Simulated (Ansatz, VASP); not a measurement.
**SnO in VASP and in Ansatz**

File INCAR:

```
SYSTEM = SnO
  PREC = Accurate
  ENCUT = 520
  EDIFF = 1E-8
  ISMEAR = -1
  SIGMA = 0.02
  LREAL = .FALSE.
  LASPH = .TRUE.
  NELM = 100
  ALGO = Normal
  ISIF = 2
  LWAVE = .FALSE.
  LCHARG = .FALSE.
  LEFG = .TRUE.
  NBANDS = 28
```

File KPOINTS:

```
Automatic mesh
0
G
  6 6 5
  0 0 0
```

POSCAR

```
SnO
1.0
    3.7639800000      0.0000000000      0.0000000000
    0.0000000000      3.7639800000      0.0000000000
    0.0000000000      0.0000000000      4.8360000000
Sn O
2 2
Direct
    0.0000000000      0.5000000000      0.2385000000
    0.5000000000      0.0000000000      0.7615000000
    0.0000000000      0.0000000000      0.0000000000
    0.5000000000      0.5000000000      0.0000000000
```

Input for Ansatz:

```yaml
crystal:
  lattice:
    - [3.76398, 0.0, 0.0]
    - [0.0, 3.76398, 0.0]
    - [0.0, 0.0, 4.836]
  atoms:
    - { symbol: Sn, position: [0.0, 0.5, 0.2385] }
    - { symbol: Sn, position: [0.5, 0.0, 0.7615] }
    - { symbol: O, position: [0.0, 0.0, 0.0] }
    - { symbol: O, position: [0.5, 0.5, 0.0] }
kpoints:
  mp_grid: { grid: [6, 6, 5] }
scf:
  occupations: { method: fermi_dirac, width: 0.02 }
hamiltonian:
  xc: lda
  pseudopotentials: { kind: all_electron, datasets: crystal }
output:
  forces: true
  stress: true
  eigenvalues: true
  efg: { contact_densities: true }
```

Change from the starting cell: equal xx and yy strain of -1 %, crystal datasets.

Alike in both runs: task electric field gradients; functional LDA; k mesh 6 × 6 × 5; occupations fermi-dirac, width 0.02 eV; no spin polarisation.

|  | VASP | Ansatz |
| --- | --- | --- |
| version | VASP 6.6.1 | Ansatz 0.2.0 |
| potentials or method | VASP PAW LDA potentials, release 64 (Sn_d, O), cutoff 520 eV | all-electron PAW with datasets made for the crystal, scalar-relativistic |

Ansatz gave:

* pressure (GPa): -0.8
* traceless stress, the component that is largest in VASP (GPa): -0.67
* rms of the force components (eV/Å): 0.004
* size of Vzz on the site where it differs most (V/Å²): 175.4

Question: Which values does VASP return?

Answer: Pressure (GPa): -0.5; traceless stress, the component that is largest in VASP (GPa): -0.64; rms of the force components (eV/Å): 0.045; size of Vzz on the site where it differs most (V/Å²): 169.9.

LDA's correlation is that of Perdew and Zunger in VASP and of Perdew and Wang (1992) in Ansatz. Atom by atom the forces differ by 0.048 eV/Å (rms over components). Ansatz ran all-electron here, and VASP with PAW potentials.
